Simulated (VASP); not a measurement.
Here is a VASP 6.6.1 calculation.

File INCAR:

```
  PREC = Accurate
  ENCUT = 520
  EDIFF = 1E-7
  ISMEAR = 0
  SIGMA = 0.1
  LREAL = False
  LASPH = True
  NELM = 60
  ALGO = Fast
  ISIF = 2
  LWAVE = False
  LCHARG = True
  GGA = PE
  LELF = True
  LVHAR = True
  NBANDS = 24
```

The input KPOINTS:

```
Automatic mesh
0
Gamma
  18 18 18
```

File POSCAR:

```
CoPdO2
1.0
    1.3993737409      0.8079288060      5.8904240185
   -1.3993737409      0.8079288060      5.8904240185
    0.0000000000     -1.6158576120      5.8904240185
Co Pd O
1 1 2
Direct
    0.5000000000      0.5000000000      0.5000000000
    0.0000000000      0.0000000000      0.0000000000
    0.1121101103      0.1121101103      0.1121101103
    0.8878898897      0.8878898897      0.8878898897
```

Potentials or basis: VASP PAW PBE potentials, release 64 (Co, Pd, O).

Command:

```bash
$ cat potpaw_PBE.64/Co/POTCAR potpaw_PBE.64/Pd/POTCAR potpaw_PBE.64/O/POTCAR > POTCAR
$ mpirun -np 1 vasp_std > vasp.out
```

**Question.** Estimate the largest force.

**Answer.** 0.053 eV/Å.

**Question.** Estimate the pressure.

**Answer.** 12.0 GPa.

**Question.** What does it give for the band gap on the k mesh?

**Answer.** Zero (an odd number of electrons rules out a gap without spin polarisation).

Forces in eV/Å, atoms in the order of the input:
```
Co   0.000  0.000  0.000
Pd   0.000  0.000  0.000
O    0.000  0.000 -0.053
O    0.000  0.000  0.053
```

Caveat: the cell stands under pressure; an odd number of electrons without spin polarisation forces a metal; a magnetic or distorted state may lie lower; the run has no spin polarisation, though such a crystal can be magnetic; semilocal functionals often make such compounds metallic where correlation or magnetic order opens a gap, which also shifts bond lengths. Spin polarisation is off, so any magnetic state and its effect on volume and gap are missing.
